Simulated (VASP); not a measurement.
# Pd (Fm-3m) in VASP: a series of runs

Runs on Pd. Level: PBE. Tasks: electric field gradients.

Everything below comes from runs of VASP 6.6.1. Logs are shortened: lines on timing, memory, paths and dates and some standing lists are left out, and cuts for length are marked.

### Step 1. The cell of the first run

Symmetry: Fm-3m, No. 225, cubic system. Conventional cell: a = 3.864 Å, b = 3.864 Å, c = 3.864 Å, α = 90.00°, β = 90.00°, γ = 90.00°. Pd (site symmetry m-3m) has 12 Pd at 2.73 Å within 3.6 Å.

### Step 2. Electric field gradients, PBE (volume scaled by 0.98)

Contents of INCAR:

```
SYSTEM = Pd
PREC     = Accurate       ! precision mode
ENCUT    = 520            ! plane-wave cutoff, eV
EDIFF    = 1E-8           ! SCF threshold, eV
ISMEAR   = -1             ! smearing method
SIGMA    = 0.05           ! smearing width, eV
LREAL    = .False.        ! projectors in reciprocal space
LASPH    = .True.         ! aspherical terms in the spheres
NELM     = 100            ! most SCF steps
ALGO     = Normal         ! electronic algorithm
ISIF     = 2              ! what is computed and relaxed
LWAVE    = .False.        ! write WAVECAR
LCHARG   = .False.        ! write CHGCAR
GGA      = PE             ! functional
LEFG     = .True.       
NBANDS   = 11             ! bands
```

Contents of KPOINTS:

```
Automatic mesh
0
Gamma
  18 18 18
  0 0 0
```

Contents of POSCAR:

```
Pd
1.0
    0.0000000000      1.9318465866      1.9318465866
    1.9318465866      0.0000000000      1.9318465866
    1.9318465866      1.9318465866      0.0000000000
Pd
1
Direct
    0.0000000000      0.0000000000      0.0000000000
```

Potentials or basis: VASP PAW PBE potentials, release 64 (Pd).

Started as:

```bash
$ cat potpaw_PBE.64/Pd/POTCAR > POTCAR
$ mpirun -np 1 vasp_std > vasp.out
```

OUTCAR:

```text
SYSTEM = Pd
   PREC = Accurate
   ENCUT = 520
   EDIFF = 1E-8
   ISMEAR = -1
   LREAL = .False.
   LASPH = .True.
   NELM = 100
   ISIF = 2
   GGA = PE

 ion  position               nearest neighbor table
   1  0.000  0.000  0.000-

  LATTYP: Found a face centered cubic cell.
 ALAT       =     3.8636931732

  Lattice vectors:

 A1 = (   0.0000000000,   1.9318465866,   1.9318465866)
 A2 = (   1.9318465866,   0.0000000000,   1.9318465866)
 A3 = (   1.9318465866,   1.9318465866,   0.0000000000)

Analysis of symmetry for initial positions (statically):
=====================================================================
 Subroutine PRICEL returns:
 Original cell was already a primitive cell.

 Routine SETGRP: Setting up the symmetry group for a
 face centered cubic supercell.

 Subroutine GETGRP returns: Found 48 space group operations
 (whereof 48 operations were pure point group operations)
 out of a pool of 48 trial point group operations.

The static configuration has the point symmetry O_h .

Analysis of symmetry for dynamics (positions and initial velocities):
=====================================================================
 Subroutine PRICEL returns:
 Original cell was already a primitive cell.

 Routine SETGRP: Setting up the symmetry group for a
 face centered cubic supercell.

 Subroutine GETGRP returns: Found 48 space group operations
 (whereof 48 operations were pure point group operations)
 out of a pool of 48 trial point group operations.

The dynamic configuration has the point symmetry O_h .

 Subroutine INISYM returns: Found 48 space group operations
 (whereof 48 operations are pure point group operations),
 and found     1 'primitive' translations

----------------------------------------------------------------------------------------

                                     Primitive cell

  volume of cell :      14.4194

  direct lattice vectors                    reciprocal lattice vectors
     0.000000000  1.931846587  1.931846587    -0.258819724  0.258819724  0.258819724
     1.931846587  0.000000000  1.931846587     0.258819724 -0.258819724  0.258819724
     1.931846587  1.931846587  0.000000000     0.258819724  0.258819724 -0.258819724

  length of vectors
     2.732043643  2.732043643  2.732043643     0.448288912  0.448288912  0.448288912

  position of ions in fractional coordinates (direct lattice)
     0.000000000  0.000000000  0.000000000

  ion indices of the primitive-cell ions
   primitive index   ion index
                 1           1

----------------------------------------------------------------------------------------

 KPOINTS: Automatic mesh

Automatic generation of k-mesh.
 Grid dimensions read from file:
 generate k-points for:   18   18   18

 Generating k-lattice:

  Cartesian coordinates                     Fractional coordinates (reciprocal lattice)
    -0.014378874  0.014378874  0.014378874     0.055555556  0.000000000  0.000000000
     0.014378874 -0.014378874  0.014378874     0.000000000  0.055555556  0.000000000
     0.014378874  0.014378874 -0.014378874     0.000000000  0.000000000  0.055555556

  Length of vectors
     0.024904940  0.024904940  0.024904940

  Shift w.r.t. Gamma in fractional coordinates (k-lattice)
     0.000000000  0.000000000  0.000000000

 Subroutine IBZKPT returns following result:
 ===========================================

 Found    195 irreducible k-points:

 Following reciprocal coordinates:
            Coordinates               Weight
  0.000000  0.000000  0.000000      1.000000
  0.055556  0.000000  0.000000      8.000000
  0.111111  0.000000  0.000000      8.000000
  0.166667  0.000000  0.000000      8.000000
  0.222222  0.000000  0.000000      8.000000
  0.277778  0.000000  0.000000      8.000000
[... 16 lines left out ...]
 -0.277778  0.055556  0.000000     24.000000
 -0.222222  0.055556  0.000000     24.000000
 [... further k-points ...]
   k-points           NKPTS =    195   k-points in BZ     NKDIM =    195   number of bands    NBANDS=     11
   number of dos      NEDOS =    301   number of ions     NIONS =      1
   total plane-waves  NPLWV =   8000
   dimension x,y,z NGX =    20 NGY =   20 NGZ =   20
   dimension x,y,z NGXF=    40 NGYF=   40 NGZF=   40
   ions per type =               1
   NGX,Y,Z   is equivalent  to a cutoff of  12.17, 12.17, 12.17 a.u.
   NGXF,Y,Z  is equivalent  to a cutoff of  24.34, 24.34, 24.34 a.u.
 SYSTEM =  Pd
   PREC   = accura    normal or accurate (medium, high low for compatibility)
   ISTART =      0    job   : 0-new  1-cont  2-samecut
   ICHARG =      2    charge: 1-file 2-atom 10-const
   ISPIN  =      1    spin polarized calculation?
   LNONCOLLINEAR =      F non collinear calculations
   LSORBIT =      F    spin-orbit coupling
   LASPH  =      T    aspherical Exc in radial PAW
   ENCUT  =  520.0 eV  38.22 Ry    6.18 a.u.   5.08  5.08  5.08*2*pi/ulx,y,z
   NELM   =    100;   NELMIN=  2; NELMDL= -5     # of ELM steps
   EDIFF  = 0.1E-07   stopping-criterion for ELM
   LREAL  =      F    real-space projection
   EDIFFG = 0.1E-06   stopping-criterion for IOM
   NSW    =      0    number of steps for IOM
   IBRION =     -1    ionic relax: 0-MD 1-quasi-New 2-CG
   NFREE  =      0    steps in history (QN), initial steepest desc. (CG)
   ISIF   =      2    stress and relaxation
   ISYM   =      2    0-nonsym 1-usesym 2-fastsym
   POTIM  = 0.5000    time-step for ionic-motion
   TEBEG  =    0.0;   TEEND  =   0.0 temperature during run
   PSTRESS=    0.0 pullay stress
   NELECT =      10.0000    total number of electrons
   NUPDOWN=      -1.0000    fix difference up-down
   EMIN   =  10.00;   EMAX   =-10.00  energy-range for DOS
   EFERMI =   0.00;   METHOD = LEGACY
   ISMEAR =    -1;   SIGMA  =   0.05  broadening in eV -4-tet -1-fermi 0-gaus
   EFERMI_NEDOS =   21; number of points for ismear=-14 and -15
   IALGO  =     38    algorithm
   IMIX   =      4    mixing-type and parameters
     AMIX     =   0.40;   BMIX     =  1.00
     AMIX_MAG =   1.60;   BMIX_MAG =  1.00
  volume/ion in A,a.u.               =      14.42        97.31
  Fermi-wavevector in a.u.,A,eV,Ry     =   1.449079  2.738363 28.569939  2.099831
  Thomas-Fermi vector in A             =   2.566847
   LORBIT       =      0    0 simple, 1 ext, 2 COOP (PROOUT), +10 PAW based schemes
   GGA     = PE    functional components
[... 5 lines left out ...]
 non-spin polarized calculation
  energy-cutoff  :      520.00
  volume of cell :       14.42
 maximum number of plane-waves:       397
   NGX = 11   NGY = 11   NGZ = 11

 number of electron      10.0000003 magnetization

 Free energy of the ion-electron system (eV)
  ---------------------------------------------------
  ext. energy  EPLUGINS =         0.00000000
  ---------------------------------------------------
  free energy    TOTEN  =        -5.19929958 eV

  energy without entropy =       -5.18174790  energy(sigma->0) =       -5.19052374

 E-fermi :  10.1737     XC(G=0): -13.3273

 val. band max:       10.1710377793   @ k =  -0.4444   0.3889   0.1111
 cond. band min:      10.1756789442   @ k =   0.5000   0.4444   0.0000
 fundamental gap:      0.0046411649
 Fermi energy:        10.1737274042

 k-point     1 :       0.0000    0.0000    0.0000
  band No.  band energies     occupation
      1       2.8544      2.00000
      2       7.2268      2.00000
      3       7.2268      2.00000
      4       7.2268      2.00000
      5       8.8981      2.00000
      6       8.8981      2.00000
      7      27.3724      0.00000
      8      32.2803      0.00000
      9      32.2803      0.00000
     10      32.2803      0.00000
     11      36.3106      0.00000

 k-point     2 :       0.0556    0.0000    0.0000
  band No.  band energies     occupation
      1       2.9692      2.00000
      2       7.1847      2.00000
      3       7.2674      2.00000
      4       7.2674      2.00000
      5       8.8781      2.00000
      6       8.8781      2.00000
      7      27.5008      0.00000
      8      31.5185      0.00000
      9      32.4173      0.00000
     10      32.4173      0.00000
     11      36.3459      0.00000
[... 295 lines left out ...]
 k-point    24 :      -0.2222    0.0556    0.0000
  band No.  band energies     occupation
      1       4.5883      2.00000
      2       6.9988      2.00000
      3       7.5618      2.00000
      4       7.5970      2.00000
      5       8.7715      2.00000
      6       9.3187      2.00000
      7      25.2941      0.00000
      8      28.4962      0.00000
      9      32.6581      0.00000
     10      34.9759      0.00000
     11      35.4072      0.00000

 [... further k-points ...]
[... 5 lines left out ...]
  --------------------------------------------------------------------------------------
  -------------------------------------------------------------------------------------
  Total        1.0505818      1.0505818      1.0505818      0.0000000      0.0000000     -0.0000000
  in kB      116.7327013    116.7327013    116.7327013      0.0000000      0.0000000     -0.0000000
  external PRESSURE =     116.7327013 kB  Pullay stress =       0.0000000 kB

 VOLUME and BASIS-vectors are now :
 -----------------------------------------------------------------------------
  energy-cutoff  :      520.00
  volume of cell :       14.42
      direct lattice vectors                 reciprocal lattice vectors
     0.000000000  1.931846587  1.931846587    -0.258819724  0.258819724  0.258819724
     1.931846587  0.000000000  1.931846587     0.258819724 -0.258819724  0.258819724
     1.931846587  1.931846587  0.000000000     0.258819724  0.258819724 -0.258819724

 POSITION                                       TOTAL-FORCE (eV/Angst)
 -----------------------------------------------------------------------------------
      0.00000      0.00000      0.00000         0.000000      0.000000      0.000000
 -----------------------------------------------------------------------------------
    total drift:                                0.000000     -0.000000     -0.000000

  FREE ENERGIE OF THE ION-ELECTRON SYSTEM (eV)
  ---------------------------------------------------
  free  energy   TOTEN  =        -5.1992995764 eV

  energy  without entropy=       -5.1817479007  energy(sigma->0) =       -5.19052374

 Electric field gradients (V/A^2)
---------------------------------------------------------------------
 ion       V_xx      V_yy      V_zz      V_xy      V_xz      V_yz
---------------------------------------------------------------------
   1      -0.000     0.000     0.000     0.000     0.000     0.000
---------------------------------------------------------------------

 Electric field gradients after diagonalization (V/A^2)
 (convention: |V_zz| > |V_xx| > |V_yy|)
----------------------------------------------------------------------
 ion       V_xx      V_yy      V_zz     asymmetry (V_yy - V_xx)/ V_zz
----------------------------------------------------------------------
   1      -0.000    -0.000     0.000       0.000
----------------------------------------------------------------------

           NMR quadrupolar parameters

 Cq : quadrupolar parameter    Cq=e*Q*V_zz/h
 eta: asymmetry parameters     (V_yy - V_xx)/ V_zz
 Q  : nuclear electric quadrupole moment in mb (millibarn)
----------------------------------------------------------------------
 ion       Cq(MHz)       eta       Q (mb)
----------------------------------------------------------------------
   1       0.000       0.000       1.000
----------------------------------------------------------------------
```

Run time: 11 s. Hardware: 1 thread of Intel Xeon 6975P-C (Granite Rapids), shared host; peak memory 0.14 GiB.

What came out:

* Free energy: -5.1993 eV
* Pressure: 11.7 GPa
* Band gap on the k mesh: zero (band 5 reaches 10.48 eV, above the bottom of band 6 at 8.83 eV)

Caveat: the cell differs from its parent crystal (volume scaled by 0.98); without QUAD_EFG the Cq values of the log hold for a quadrupole moment of 1 mb, not for the nuclei.

### Step 3. Electric field gradients, PBE

This run uses another cell than the first one, of 14.71 Å³/atom, 1.020 times its volume.

Contents of INCAR:

```
SYSTEM = Pd
ALGO = Normal
EDIFF = 1E-8
ENCUT = 520
GGA = PE
ISIF = 2
ISMEAR = -1
LASPH = .True.
LCHARG = .False.
LEFG = .True.
LREAL = .False.
LWAVE = .False.
NBANDS = 11
NELM = 100
PREC = Accurate
SIGMA = 0.05
```

Contents of KPOINTS:

```
k-points
0
Gamma
  18 18 18
  0 0 0
```

Contents of POSCAR:

```
Pd
1.0
    0.0000000000      1.9449000000      1.9449000000
    1.9449000000      0.0000000000      1.9449000000
    1.9449000000      1.9449000000      0.0000000000
Pd
1
Direct
    0.0000000000      0.0000000000      0.0000000000
```

Potentials or basis: VASP PAW PBE potentials, release 64 (Pd).

Started as:

```bash
$ cat potpaw_PBE.64/Pd/POTCAR > POTCAR
$ mpirun -np 1 vasp_std > vasp.out
```

OUTCAR:

```text
SYSTEM = Pd
   EDIFF = 1E-8
   ENCUT = 520
   GGA = PE
   ISIF = 2
   ISMEAR = -1
   LASPH = .True.
   LREAL = .False.
   NELM = 100
   PREC = Accurate

 ion  position               nearest neighbor table
   1  0.000  0.000  0.000-

  LATTYP: Found a face centered cubic cell.
 ALAT       =     3.8898000000

  Lattice vectors:

 A1 = (   0.0000000000,   1.9449000000,   1.9449000000)
 A2 = (   1.9449000000,   0.0000000000,   1.9449000000)
 A3 = (   1.9449000000,   1.9449000000,   0.0000000000)

[... 539 lines left out ...]
    total drift:                                0.000000      0.000000      0.000000

  FREE ENERGIE OF THE ION-ELECTRON SYSTEM (eV)
  ---------------------------------------------------
  free  energy   TOTEN  =        -5.2167751300 eV

  energy  without entropy=       -5.1987363769  energy(sigma->0) =       -5.20775575

 Electric field gradients (V/A^2)
---------------------------------------------------------------------
 ion       V_xx      V_yy      V_zz      V_xy      V_xz      V_yz
---------------------------------------------------------------------
   1       0.000     0.000    -0.000    -0.000    -0.000    -0.000
---------------------------------------------------------------------

 Electric field gradients after diagonalization (V/A^2)
 (convention: |V_zz| > |V_xx| > |V_yy|)
----------------------------------------------------------------------
 ion       V_xx      V_yy      V_zz     asymmetry (V_yy - V_xx)/ V_zz
----------------------------------------------------------------------
   1       0.000     0.000    -0.000       0.000
----------------------------------------------------------------------

           NMR quadrupolar parameters

 Cq : quadrupolar parameter    Cq=e*Q*V_zz/h
 eta: asymmetry parameters     (V_yy - V_xx)/ V_zz
 Q  : nuclear electric quadrupole moment in mb (millibarn)
----------------------------------------------------------------------
 ion       Cq(MHz)       eta       Q (mb)
----------------------------------------------------------------------
   1      -0.000       0.000       1.000
----------------------------------------------------------------------
```

stdout:

```text
POSCAR found type information on POSCAR Pd
 POSCAR found :  1 types and       1 ions
 scaLAPACK will be used
 LDA part: xc-table for (Slater+PW92), standard interpolation
 POSCAR, INCAR and KPOINTS ok, starting setup
 FFT: planning ... GRIDC
 FFT: planning ... GRID_SOFT
 FFT: planning ... GRID
 WAVECAR not read
 entering main loop
ion   1
```

Wall time 10 s (1 thread of Intel Xeon 6975P-C (Granite Rapids), shared host); peak memory 0.15 GiB.

What came out:

| Item | Value |
| --- | --- |
| Free energy | -5.2168 eV |
| Pressure | 7.3 GPa |
| Band gap on the k mesh | zero (band 5 reaches 10.12 eV, above the bottom of band 6 at 8.53 eV) |

Levels at points of the mesh, in eV from the Fermi level:
| k point | band 1 | band 2 | band 3 | band 4 | band 5 | band 6 | band 7 | band 8 | band 9 | band 10 |
| --- | --- | --- | --- | --- | --- | --- | --- | --- | --- | --- |
| (0.00, 0.00, 0.00) | -7.16 | -2.85 | -2.85 | -2.85 | -1.23 | -1.23 | 17.19 | 21.99 | 21.99 | 21.99 |
| (0.50, 0.00, 0.00) | -5.32 | -2.90 | -2.90 | -0.03 | -0.03 | 1.01 | 7.34 | 16.55 | 21.13 | 21.13 |
| (0.50, 0.50, 0.00) | -5.42 | -5.13 | -0.06 | 0.29 | 0.29 | 3.35 | 10.80 | 13.22 | 13.22 | 21.61 |

Caveat: without QUAD_EFG the Cq values of the log hold for a quadrupole moment of 1 mb, not for the nuclei.

[end of part 1 of 2]
